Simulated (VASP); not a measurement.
CdC6: relaxation of cell and atoms with PBE

The system is CdC6.

```xyz
7
Lattice="3.9255 0.0000 0.0000 0.0000 3.9255 0.0000 0.0000 0.0000 3.9255" Properties=species:S:1:pos:R:3 pbc="T T T"
Cd    0.0000    0.0000    0.0000
C     3.2448    1.9627    1.9627
C     0.6807    1.9627    1.9627
C     1.9627    1.9627    3.2448
C     1.9627    1.9627    0.6807
C     1.9627    0.6807    1.9627
C     1.9627    3.2448    1.9627
```

| Property | Result |
| --- | --- |
| Program | VASP 6.6.1 |
| Task | relaxation of cell and atoms |
| Functional | PBE |
| Potentials or basis | VASP PAW PBE potentials, release 64 (Cd, C) |
| Cutoff | 600 eV |
| k mesh | 10 × 10 × 10 |
| Occupations | gaussian, width 0.1 eV |
| Spin | no spin polarisation |
| Dipole correction | no |
| Further INCAR settings | ALGO = Normal; EDIFF = 1e-07; IBRION = 2; EDIFFG = -0.01; NSW = 100; ISIF = 3 |

```json
{
  "Relaxed volume": "8.56 Å³/atom",
  "Relaxed cell": "a = 3.912 Å, b = 3.912 Å, c = 3.912 Å, α = 90.00°, β = 90.00°, γ = 90.00°",
  "Space group after relaxing (to 0.05 Å)": "Pm-3m (No. 221)",
  "Energy gained by relaxing": "2.5 meV/atom",
  "Ionic steps": "5",
  "Pressure after relaxing": "0.0 GPa",
  "Largest force after relaxing": "0.006 eV/Å",
  "Band gap on the k mesh": "zero (band 18 reaches 8.31 eV, above the bottom of band 19 at 5.50 eV)"
}
```

Forces on the atoms (eV/Å):
```
Cd   0.000  0.000  0.000
C    0.006  0.000  0.000
C   -0.006  0.000  0.000
C    0.000  0.000  0.006
C    0.000  0.000 -0.006
C    0.000 -0.006  0.000
C    0.000  0.006  0.000
```

The path:
| step | energy change (eV) | largest force (eV/Å) | pressure (GPa) | volume (Å³) |
| --- | --- | --- | --- | --- |
| 1 | 0.0000 | 0.5898 | -0.35 | 60.49 |
| 2 | 0.0685 | 1.3484 | -4.37 | 60.32 |
| 3 | -0.0143 | 0.0098 | -1.81 | 60.44 |
| 4 | -0.0170 | 0.0065 | 0.62 | 59.70 |
| 5 | -0.0174 | 0.0064 | -0.01 | 59.89 |

Final structure:
```yaml
crystal:
  lattice:
    - [3.91248, 0.00000, 0.00000]
    - [0.00000, 3.91248, 0.00000]
    - [0.00000, 0.00000, 3.91248]
  atoms:
    - { symbol: Cd, position: [0.00000, 0.00000, 0.00000] }
    - { symbol: C, position: [0.82417, 0.50000, 0.50000] }
    - { symbol: C, position: [0.17583, 0.50000, 0.50000] }
    - { symbol: C, position: [0.50000, 0.50000, 0.82417] }
    - { symbol: C, position: [0.50000, 0.50000, 0.17583] }
    - { symbol: C, position: [0.50000, 0.17583, 0.50000] }
    - { symbol: C, position: [0.50000, 0.82417, 0.50000] }
```

Levels at points of the mesh, in eV from the Fermi level:
```
           k point  band 14  band 15  band 16  band 17  band 18  band 19  band 20  band 21  band 22
(0.00, 0.00, 0.00)    -3.64    -3.64    -3.07    -3.07    -3.07    -1.71     0.28     0.28     0.28
(0.50, 0.00, 0.00)    -7.25    -3.76    -3.23    -2.33    -1.19    -1.19     1.20     3.00     4.36
(0.50, 0.50, 0.00)    -6.12    -6.12    -2.19    -2.19     0.72     0.96     0.97     2.52     4.44
(0.50, 0.50, 0.50)    -7.52    -7.52    -1.75     0.88     0.88     0.88     0.92     0.92     4.00
```

Run time: 4.5 min on 1 thread of AMD EPYC 7R13 Processor (Zen 3) (shared host), peak memory 0.21 GiB.
